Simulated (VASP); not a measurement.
Wanted: the native input for a VASP 6.6.1 run.

| Quantity | Value |
| --- | --- |
| Task | single point |
| Functional | r2SCAN |
| Potentials or basis | VASP PAW PBE potentials, release 64 (Ru_pv) |
| Cutoff | 520 eV |
| k mesh | 18 × 18 × 10 |
| Occupations | gaussian, width 0.1 eV |
| Spin | no spin polarisation |
| Dipole correction | no |
| Further INCAR settings | ALGO = Normal; EDIFF = 1e-06; NBANDS = 21 |

Crystal: Ru.

```
CELL_PARAMETERS angstrom
2.63338 0.00000 0.00000
-1.31669 2.28058 0.00000
0.00000 0.00000 4.17056
ATOMIC_POSITIONS crystal
Ru 0.33333 0.66667 0.25000
Ru 0.66667 0.33333 0.75000
```

One way to write it, as run:

POSCAR

```
Ru
1.0
    2.6333826816      0.0000000000      0.0000000000
   -1.3166913408      2.2805763002      0.0000000000
    0.0000000000      0.0000000000      4.1705578575
Ru
2
Direct
    0.3333333333      0.6666666667      0.2500000000
    0.6666666667      0.3333333333      0.7500000000
```

INCAR.step1

```
ALGO = Normal ; EDIFF = 1E-4
ENCUT = 520 ; GGA = PE
ISMEAR = 0 ; LASPH = True
LCHARG = False ; LREAL = False
LWAVE = True ; NBANDS = 21
NELM = 100 ; PREC = Accurate
SIGMA = 0.1
```

INCAR.step2

```
ALGO = Normal ; EDIFF = 1E-6
ENCUT = 520 ; ISIF = 2
ISMEAR = 0 ; ISTART = 1
LASPH = True ; LCHARG = False
LMIXTAU = True ; LREAL = False
LWAVE = False ; METAGGA = R2SCAN
NBANDS = 21 ; NELM = 100
PREC = Accurate ; SIGMA = 0.1
```

KPOINTS

```
k-points
0
Gamma
  18 18 10
```

Potentials or basis: VASP PAW PBE potentials, release 64 (Ru_pv).

Command:

```sh
$ cat potpaw_PBE.64/Ru_pv/POTCAR > POTCAR
$ cp INCAR.step1 INCAR
$ mpirun -np 1 vasp_std > vasp.out
$ cp INCAR.step2 INCAR
$ mpirun -np 1 vasp_std > vasp.out
```

Results of the run:

- Pressure: 32.2 GPa
- Band gap on the k mesh: zero (bands 14 and 15 overlap by 3.68 eV)

Caveat: the cell stands under pressure; the PAW data sets were made with another functional, which shifts forces and pressure a little.

Run time: 2.9 min on 1 thread of AMD EPYC 9R45 (Zen 5) (shared host), peak memory 0.18 GiB.
